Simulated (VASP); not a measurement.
Set up this calculation in VASP 6.6.1, as the native input.

* Task: relaxation of cell and atoms
* Functional: PBEsol
* Potentials or basis: VASP PAW PBE potentials, release 64 (W_sv)
* Cutoff: 600 eV
* k mesh: 18 × 18 × 18
* Occupations: gaussian, width 0.1 eV
* Spin: no spin polarisation
* Dipole correction: no
* Further INCAR settings: ALGO = Normal; EDIFF = 1e-06; IBRION = 2; EDIFFG = -0.005; NSW = 100; ISIF = 3

The structure of W lies in POSCAR:

```
W
1.0
   -1.5776901116      1.5776901116      1.5776901116
    1.5776901116     -1.5776901116      1.5776901116
    1.5776901116      1.5776901116     -1.5776901116
W
1
Direct
    0.0000000000      0.0000000000      0.0000000000
```

The input as run:

INCAR

```
SYSTEM = W
  PREC = Accurate
  ENCUT = 600
  EDIFF = 1E-6
  ISMEAR = 0
  SIGMA = 0.1
  LREAL = .False.
  LASPH = .True.
  NELM = 60
  ALGO = Normal
  ISIF = 3
  LWAVE = .False.
  LCHARG = .False.
  GGA = PS
  IBRION = 2
  NSW = 100
  EDIFFG = -0.005
```

KPOINTS

```
Automatic mesh
0
Gamma
  18 18 18
  0 0 0
```

Potentials or basis: VASP PAW PBE potentials, release 64 (W_sv).

Command:

```bash
$ cat potpaw_PBE.64/W_sv/POTCAR > POTCAR
$ mpirun -np 1 vasp_std > vasp.out
```

Results of the run:

```yaml
Relaxed_volume: 15.73 Å³/atom
Relaxed_cell: a = 2.734 Å, b = 2.734 Å, c = 2.734 Å, α = 109.47°, β = 109.47°, γ = 109.47°
Space_group_after_relaxing_to_0.05_Å: Im-3m (No. 229)
Energy_gained_by_relaxing: 0.0 meV/atom
Ionic_steps: 3
Pressure_after_relaxing: 0.0 GPa
Band_gap_on_the_k_mesh: zero (band 7 reaches 16.63 eV, above the bottom of band 8 at 10.14 eV)
```

Caveat: the PAW data sets were made with another functional, which shifts forces and pressure a little; spin-orbit coupling is left out, which moves the levels of the heavy elements.

It took 20 s on 1 thread of Intel(R) Xeon(R) 6975P-C (Granite Rapids) (shared host), peak memory 0.17 GiB.
